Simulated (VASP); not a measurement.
# SiC5 (P-6m2) in VASP: notebook

SiC5 is run at these levels: PBE; tasks: relaxation of cell and atoms, single point.

Everything below comes from runs of VASP 6.6.1. Logs are shortened: lines on timing, memory, paths and dates and some standing lists are left out, and cuts for length are marked.

## (1) The cell of the first run

It takes space group P-6m2 (No. 187, hexagonal). Conventional cell: a = 2.661 Å, b = 2.661 Å, c = 12.923 Å, α = 90.00°, β = 90.00°, γ = 120.00°. Si (site symmetry -6m2) has 6 C at 2.65 Å and 6 Si at 2.66 Å within 3.5 Å. Within 3.5 Å of C (site symmetry 3m) lie 12 C at 2.65 to 2.66 Å. C (site symmetry 3m) has 9 C at 2.65 to 2.66 Å and 3 Si at 2.65 Å within 3.5 Å. Within 3.5 Å of C (site symmetry -6m2) lie 12 C at 2.65 to 2.66 Å.

## (2) Relaxation of cell and atoms, PBE

INCAR

```
ALGO = Normal
EDIFF = 1E-6
EDIFFG = -0.04
ENCUT = 600
GGA = PE
IBRION = 2
ISIF = 3
ISMEAR = 0
LASPH = True
LCHARG = False
LREAL = False
LWAVE = False
NELM = 60
NSW = 90
PREC = Accurate
SIGMA = 0.1
```

KPOINTS

```
k-points
0
Gamma
  6 6 2
```

POSCAR

```
SiC5
1.0
    2.6612997000      0.0000000000      0.0000000000
   -1.3306498500      2.3047531500      0.0000000000
    0.0000000000      0.0000000000     12.9232645200
Si C
1 5
Direct
    0.3333333300      0.6666666700      0.0000000000
    0.3333333300      0.6666666700      0.3333333300
    0.3333333300      0.6666666700      0.6666666700
    0.6666666700      0.3333333300      0.1666666700
    0.6666666700      0.3333333300      0.5000000000
    0.6666666700      0.3333333300      0.8333333300
```

Potentials or basis: VASP PAW PBE potentials, release 64 (Si, C).

Launch:

```bash
$ cat potpaw_PBE.64/Si/POTCAR potpaw_PBE.64/C/POTCAR > POTCAR
$ mpirun -np 1 vasp_std > vasp.out
```

OUTCAR:

```text
EDIFF = 1E-6
   EDIFFG = -0.04
   ENCUT = 600
   GGA = PE
   IBRION = 2
   ISIF = 3
   ISMEAR = 0
   LASPH = True
   LREAL = False
   NELM = 60
   NSW = 90
   PREC = Accurate

 ion  position               nearest neighbor table
   1  0.333  0.667  0.000-
   2  0.333  0.667  0.333-
   3  0.333  0.667  0.667-
   4  0.667  0.333  0.167-
   5  0.667  0.333  0.500-
   6  0.667  0.333  0.833-

  LATTYP: Found a hexagonal cell.
 ALAT       =     2.6612997000
 C/A-ratio  =     4.8559974361

  Lattice vectors:

 A1 = (   2.6612997000,   0.0000000000,   0.0000000000)
 A2 = (  -1.3306498500,   2.3047531500,   0.0000000000)
 A3 = (   0.0000000000,   0.0000000000,  12.9232645200)

Analysis of symmetry for initial positions (statically):
=====================================================================
 Subroutine PRICEL returns:
 Original cell was already a primitive cell.

 Routine SETGRP: Setting up the symmetry group for a
 hexagonal supercell.

 Subroutine GETGRP returns: Found 12 space group operations
 (whereof 12 operations were pure point group operations)
 out of a pool of 24 trial point group operations.

The static configuration has the point symmetry D_3h.

Analysis of symmetry for dynamics (positions and initial velocities):
=====================================================================
 Subroutine PRICEL returns:
 Original cell was already a primitive cell.

 Routine SETGRP: Setting up the symmetry group for a
 hexagonal supercell.

 Subroutine GETGRP returns: Found 12 space group operations
 (whereof 12 operations were pure point group operations)
 out of a pool of 24 trial point group operations.

The dynamic configuration has the point symmetry D_3h.

 Subroutine INISYM returns: Found 12 space group operations
 (whereof 12 operations are pure point group operations),
 and found     1 'primitive' translations

----------------------------------------------------------------------------------------

                                     Primitive cell

  volume of cell :      79.2666

  direct lattice vectors                    reciprocal lattice vectors
     2.661299700  0.000000000  0.000000000     0.375756252  0.216942973  0.000000000
    -1.330649850  2.304753150  0.000000000     0.000000000  0.433885946  0.000000000
     0.000000000  0.000000000 12.923264520     0.000000000  0.000000000  0.077379829

  length of vectors
     2.661299700  2.661299702 12.923264520     0.433885946  0.433885946  0.077379829

  position of ions in fractional coordinates (direct lattice)
     0.333333330  0.666666670  0.000000000
     0.333333330  0.666666670  0.333333330
     0.333333330  0.666666670  0.666666670
     0.666666670  0.333333330  0.166666670
     0.666666670  0.333333330  0.500000000
     0.666666670  0.333333330  0.833333330

  ion indices of the primitive-cell ions
   primitive index   ion index
                 1           1
                 2           2
                 3           3
                 4           4
                 5           5
                 6           6

----------------------------------------------------------------------------------------

 KPOINTS: k-points

Automatic generation of k-mesh.
 Grid dimensions read from file:
 generate k-points for:    6    6    2

 Generating k-lattice:

  Cartesian coordinates                     Fractional coordinates (reciprocal lattice)
     0.062626042  0.036157162  0.000000000     0.166666667  0.000000000  0.000000000
     0.000000000  0.072314324  0.000000000     0.000000000  0.166666667  0.000000000
     0.000000000  0.000000000  0.038689915     0.000000000  0.000000000  0.500000000

  Length of vectors
     0.072314324  0.072314324  0.038689915

  Shift w.r.t. Gamma in fractional coordinates (k-lattice)
     0.000000000  0.000000000  0.000000000

 Subroutine IBZKPT returns following result:
 ===========================================

 Found     14 irreducible k-points:

 Following reciprocal coordinates:
            Coordinates               Weight
  0.000000  0.000000  0.000000      1.000000
  0.166667 -0.000000  0.000000      6.000000
  0.333333 -0.000000  0.000000      6.000000
  0.500000  0.000000  0.000000      3.000000
  0.166667  0.166667  0.000000      6.000000
  0.333333  0.166667  0.000000     12.000000
  0.333333  0.333333  0.000000      2.000000
  0.000000  0.000000  0.500000      1.000000
  0.166667 -0.000000  0.500000      6.000000
  0.333333 -0.000000  0.500000      6.000000
  0.500000  0.000000  0.500000      3.000000
  0.166667  0.166667  0.500000      6.000000
  0.333333  0.166667  0.500000     12.000000
  0.333333  0.333333  0.500000      2.000000
   k-points           NKPTS =     14   k-points in BZ     NKDIM =     14   number of bands    NBANDS=     16
   number of dos      NEDOS =    301   number of ions     NIONS =      6
   total plane-waves  NPLWV =  62208
   dimension x,y,z NGX =    24 NGY =   24 NGZ =  108
   dimension x,y,z NGXF=    48 NGYF=   48 NGZF=  216
   ions per type =               1   5
   NGX,Y,Z   is equivalent  to a cutoff of  14.99, 14.99, 13.89 a.u.
   NGXF,Y,Z  is equivalent  to a cutoff of  29.98, 29.98, 27.79 a.u.
 SYSTEM =  unknown system
   PREC   = accura    normal or accurate (medium, high low for compatibility)
   ISTART =      0    job   : 0-new  1-cont  2-samecut
   ICHARG =      2    charge: 1-file 2-atom 10-const
   ISPIN  =      1    spin polarized calculation?
   LNONCOLLINEAR =      F non collinear calculations
   LSORBIT =      F    spin-orbit coupling
   LASPH  =      T    aspherical Exc in radial PAW
   ENCUT  =  600.0 eV  44.10 Ry    6.64 a.u.   5.32  5.32 25.81*2*pi/ulx,y,z
   NELM   =     60;   NELMIN=  2; NELMDL= -5     # of ELM steps
   EDIFF  = 0.1E-05   stopping-criterion for ELM
   LREAL  =      F    real-space projection
   EDIFFG = -.4E-01   stopping-criterion for IOM
   NSW    =     90    number of steps for IOM
   IBRION =      2    ionic relax: 0-MD 1-quasi-New 2-CG
   NFREE  =      1    steps in history (QN), initial steepest desc. (CG)
   ISIF   =      3    stress and relaxation
   ISYM   =      2    0-nonsym 1-usesym 2-fastsym
   POTIM  = 0.5000    time-step for ionic-motion
   TEBEG  =    0.0;   TEEND  =   0.0 temperature during run
   PSTRESS=    0.0 pullay stress
   NELECT =      24.0000    total number of electrons
   NUPDOWN=      -1.0000    fix difference up-down
   EMIN   =  10.00;   EMAX   =-10.00  energy-range for DOS
   EFERMI =   0.00;   METHOD = LEGACY
   ISMEAR =     0;   SIGMA  =   0.10  broadening in eV -4-tet -1-fermi 0-gaus
   EFERMI_NEDOS =   21; number of points for ismear=-14 and -15
   IALGO  =     38    algorithm
   IMIX   =      4    mixing-type and parameters
     AMIX     =   0.40;   BMIX     =  1.00
     AMIX_MAG =   1.60;   BMIX_MAG =  1.00
  volume/ion in A,a.u.               =      13.21        89.15
  Fermi-wavevector in a.u.,A,eV,Ry     =   1.099297  2.077370 16.442018  1.208454
  Thomas-Fermi vector in A             =   2.235689
   LORBIT       =      0    0 simple, 1 ext, 2 COOP (PROOUT), +10 PAW based schemes
   GGA     = PE    functional components
   LHFCALC =     F    Hartree Fock is set to
   AEXX    =    0.0000 exact exchange contribution
   IVDW    =     0    specifies the selected vdW correction
   LEPSILON=     F    determine dielectric tensor
   LRPA    =     F    only Hartree local field effects (RPA)
 conjugate gradient relaxation of ions
 non-spin polarized calculation
 Gauss-broadening in eV      SIGMA  =   0.10
  energy-cutoff  :      600.00
  volume of cell :       79.27
 maximum number of plane-waves:      2679
 NGX is ok and might be reduce to    24
   NGX = 11   NGY = 11   NGZ = 51

--------------------------------------- Ionic step        1  -------------------------------------------

 number of electron      24.0000001 magnetization

 Free energy of the ion-electron system (eV)
  ---------------------------------------------------
  ext. energy  EPLUGINS =         0.00000000
  ---------------------------------------------------
  free energy    TOTEN  =       -24.51359278 eV

  energy without entropy =      -24.48764284  energy(sigma->0) =      -24.50061781

 E-fermi :   3.1299     XC(G=0): -10.2638

 val. band max:        3.0798946958   @ k =   0.1667   0.1667   0.5000
 cond. band min:       3.1653257468   @ k =   0.3333  -0.0000   0.5000
 fundamental gap:      0.0854310510
 Fermi energy:         3.1299237223

 k-point     1 :       0.0000    0.0000    0.0000
  band No.  band energies     occupation
      1     -10.3481      2.00000
      2      -9.2552      2.00000
      3      -9.1872      2.00000
      4      -7.4017      2.00000
      5      -6.9810      2.00000
      6      -4.9583      2.00000
[... 8 lines left out ...]
     15       6.6768      0.00000
     16       6.8521      0.00000
[... 358 lines left out ...]
  FREE ENERGIE OF THE ION-ELECTRON SYSTEM (eV)
  ---------------------------------------------------
  free  energy   TOTEN  =       -28.1441058958 eV

  energy  without entropy=      -28.1336384938  energy(sigma->0) =      -28.13887219

 E-fermi :  10.0793     XC(G=0): -12.6666

 val. band max:        9.8220947261   @ k =   0.3333   0.1667   0.0000
 cond. band min:      10.1476454230   @ k =   0.1667  -0.0000   0.5000
 fundamental gap:      0.3255506969
 Fermi energy:        10.0793162100

 k-point     1 :       0.0000    0.0000    0.0000
  band No.  band energies     occupation
      1     -10.6638      2.00000
      2      -9.8849      2.00000
      3      -5.7013      2.00000
      4      -1.5679      2.00000
      5      -1.2852      2.00000
      6       6.3946      2.00000
[... 8 lines left out ...]
     15      16.8978      0.00000
     16      16.8978      0.00000
[... 230 lines left out ...]
  band No.  band energies     occupation
      1      -4.1406      2.00000
      2      -3.2352      2.00000
      3      -2.7446      2.00000
      4      -2.6138      2.00000
      5      -0.0289      2.00000
      6       0.2634      2.00000
[... 8 lines left out ...]
     15      15.2574      0.00000
     16      15.4789      0.00000

[... ionic steps 4 to 42 ...]

--------------------------------------- Ionic step       43  -------------------------------------------

 number of electron      24.0000001 magnetization

------------------------ aborting loop because EDIFF is reached ----------------------------------------

  FORCE on cell =-STRESS in cart. coord.  units (eV):
  Direction    XX          YY          ZZ          XY          YZ          ZX
  --------------------------------------------------------------------------------------
  -------------------------------------------------------------------------------------
  Total        0.1119735      0.1119735      0.2641208      0.0000000      0.0000000     -0.0000000
  in kB        4.0922087      4.0922087      9.6526220      0.0000000      0.0000000     -0.0000000
  external PRESSURE =       5.9456798 kB  Pullay stress =       0.0000000 kB
[... 65 lines left out ...]
  energy  without entropy=      -46.9389383360  energy(sigma->0) =      -46.94044085

--------------------------------------- Ionic step       45  -------------------------------------------

 number of electron      24.0000001 magnetization

 Free energy of the ion-electron system (eV)
  ---------------------------------------------------
  ext. energy  EPLUGINS =         0.00000000
  ---------------------------------------------------
  free energy    TOTEN  =       -46.94212351 eV

  energy without entropy =      -46.93910817  energy(sigma->0) =      -46.94061584

 E-fermi :   9.5890     XC(G=0): -12.4843

 val. band max:        9.3623963666   @ k =   0.3333   0.1667   0.0000
 cond. band min:       9.6570710337   @ k =   0.1667  -0.0000   0.5000
 fundamental gap:      0.2946746671
 Fermi energy:         9.5890458604

 k-point     1 :       0.0000    0.0000    0.0000
  band No.  band energies     occupation
      1     -10.9013      2.00000
      2     -10.0619      2.00000
      3      -5.7944      2.00000
      4      -1.7751      2.00000
      5      -1.7205      2.00000
      6       5.9256      2.00000
[... 8 lines left out ...]
     15      16.3124      0.00000
     16      16.5467      0.00000
[... 278 lines left out ...]
  FREE ENERGIE OF THE ION-ELECTRON SYSTEM (eV)
  ---------------------------------------------------
  free  energy   TOTEN  =       -46.9421235122 eV

  energy  without entropy=      -46.9391081728  energy(sigma->0) =      -46.94061584

 reached required accuracy - stopping structural energy minimisation
```

Wall time 6.2 min (1 thread of Intel Xeon 6975P-C (Granite Rapids), shared host); peak memory 0.26 GiB.

Results:

| Property | Result |
| --- | --- |
| Free energy | -46.9421 eV |
| Relaxed volume | 7.32 Å³/atom |
| Relaxed cell | a = 2.518 Å, b = 2.518 Å, c = 7.996 Å, α = 90.00°, β = 90.00°, γ = 120.00° |
| Space group after relaxing (to 0.1 Å) | P-6m2 (No. 187) |
| Pressure after relaxing | 0.2 GPa |
| Largest force after relaxing | 0.013 eV/Å |
| Band gap on the k mesh | zero (bands 12 and 13 overlap by 5.82 eV) |

Forces on the atoms (eV/Å):
```
Si   0.000  0.000  0.000
C    0.000  0.000  0.013
C    0.000  0.000 -0.013
C    0.000  0.000 -0.001
C    0.000  0.000  0.000
C    0.000  0.000  0.001
```

Final structure:
```
Si C
1.0
     2.51774    0.00000    0.00000
    -1.25887    2.18043    0.00000
     0.00000    0.00000    7.99650
Si C
1 5
Direct
  0.33333 0.66667 0.00000
  0.33333 0.66667 0.24943
  0.33333 0.66667 0.75057
  0.66667 0.33333 0.31374
  0.66667 0.33333 0.50000
  0.66667 0.33333 0.68626
```

Caveat: the k points lie up to 0.48 Å⁻¹ apart in the final cell, too coarse for converged energies and pressures of a metal; the volume moved by over 15 % at a fixed basis, so the end points are rough.

## (3) Single point, PBE, collinear spin

INCAR

```
ALGO = Normal
EDIFF = 1E-6
ENCUT = 520
GGA = PE
ISIF = 2
ISMEAR = 0
ISPIN = 2
LASPH = True
LCHARG = False
LORBIT = 11
LREAL = False
LWAVE = False
MAGMOM = 0 1 1 1 1 1
NBANDS = 25
NELM = 150
PREC = Accurate
SIGMA = 0.1
```

KPOINTS is that of step 2.

POSCAR is that of step 2.

Potentials or basis: VASP PAW PBE potentials, release 64 (Si, C).

Launch:

```bash
$ cat potpaw_PBE.64/Si/POTCAR potpaw_PBE.64/C/POTCAR > POTCAR
$ mpirun -np 1 vasp_std > vasp.out
```

OUTCAR:

```text
EDIFF = 1E-6
   ENCUT = 520
   GGA = PE
   ISIF = 2
   ISMEAR = 0
   ISPIN = 2
   LASPH = True
   LORBIT = 11
   LREAL = False
   NELM = 150
   PREC = Accurate

 ion  position               nearest neighbor table
   1  0.333  0.667  0.000-
   2  0.333  0.667  0.333-
   3  0.333  0.667  0.667-
   4  0.667  0.333  0.167-
   5  0.667  0.333  0.500-
   6  0.667  0.333  0.833-

  LATTYP: Found a hexagonal cell.
 ALAT       =     2.6612997000
 C/A-ratio  =     4.8559974361

  Lattice vectors:

[... 979 lines left out ...]

 POSITION                                       TOTAL-FORCE (eV/Angst)
 -----------------------------------------------------------------------------------
     -0.00000      1.53650      0.00000         0.000000     -0.000000      0.000000
     -0.00000      1.53650      4.30775        -0.000000      0.000000     -0.129816
     -0.00000      1.53650      8.61551        -0.000000      0.000000      0.129816
      1.33065      0.76825      2.15388         0.000000      0.000000      0.128881
      1.33065      0.76825      6.46163         0.000000     -0.000000      0.000000
      1.33065      0.76825     10.76939        -0.000000      0.000000     -0.128881
 -----------------------------------------------------------------------------------
    total drift:                               -0.000004      0.000002      0.000000

  FREE ENERGIE OF THE ION-ELECTRON SYSTEM (eV)
  ---------------------------------------------------
  free  energy   TOTEN  =       -24.5140093582 eV

  energy  without entropy=      -24.4877948813  energy(sigma->0) =      -24.50090212

 total charge

# of ion       s       p       d       tot
------------------------------------------
    1        0.838   0.638   0.000   1.475
    2        1.081   0.847   0.000   1.929
    3        1.081   0.847   0.000   1.929
    4        1.056   0.926   0.000   1.981
    5        1.078   0.856   0.000   1.933
    6        1.056   0.926   0.000   1.981
--------------------------------------------------
tot          6.189   5.039   0.000  11.229

 magnetization (x)

# of ion       s       p       d       tot
------------------------------------------
    1        0.000   0.000   0.000   0.000
    2       -0.000  -0.000   0.000  -0.000
    3       -0.000  -0.000   0.000  -0.000
    4        0.000   0.000   0.000   0.000
    5       -0.000  -0.000   0.000  -0.000
    6        0.000   0.000   0.000   0.000
--------------------------------------------------
tot          0.000   0.000   0.000   0.000
```

OSZICAR:

```text
N       E                     dE             d eps       ncg     rms          rms(c)
DAV:   1     0.478667256021E+02    0.47867E+02   -0.10239E+04  1400   0.824E+02
DAV:   2    -0.200611370341E+02   -0.67928E+02   -0.62067E+02  1902   0.143E+02
DAV:   3    -0.237513303597E+02   -0.36902E+01   -0.35914E+01  1495   0.282E+01
[... 12 lines left out ...]
DAV:  16    -0.245139997223E+02   -0.18634E-04   -0.58443E-05  1594   0.332E-02    0.123E-02
DAV:  17    -0.245140041993E+02   -0.44770E-05   -0.62126E-06  1328   0.123E-02    0.824E-03
DAV:  18    -0.245140067716E+02   -0.25723E-05   -0.27373E-06   733   0.659E-03    0.552E-03
DAV:  19    -0.245140086004E+02   -0.18288E-05   -0.23423E-06   700   0.544E-03    0.315E-03
DAV:  20    -0.245140093582E+02   -0.75772E-06   -0.13806E-06   701   0.426E-03
   1 F= -.24514009E+02 E0= -.24500902E+02  d E =-.262145E-01  mag=    -0.0002
```

It took 38 s on 1 thread of Intel Xeon 6975P-C (Granite Rapids), shared host; peak memory 0.22 GiB.

Results:

| Quantity | Value |
| --- | --- |
| Free energy | -24.5140 eV |
| Pressure | -25.1 GPa |
| Largest force | 0.130 eV/Å |
| Band gap on the k mesh | zero (filled and empty bands overlap) |
| Net moment | 0.00 μB per cell |
| Valence electrons inside the program's atomic spheres | Si 1.48; C 1.93, 1.98 (each value once) |

Forces in eV/Å, atoms in the order of the input:
```
Si   0.000  0.000  0.000
C    0.000  0.000 -0.130
C    0.000  0.000  0.130
C    0.000  0.000  0.129
C    0.000  0.000  0.000
C    0.000  0.000 -0.129
```

Caveat: the k points lie up to 0.45 Å⁻¹ apart, too coarse for converged energies and pressures of a metal.

The gap in the log of VASP goes by the Fermi energy; the results here count the filled bands.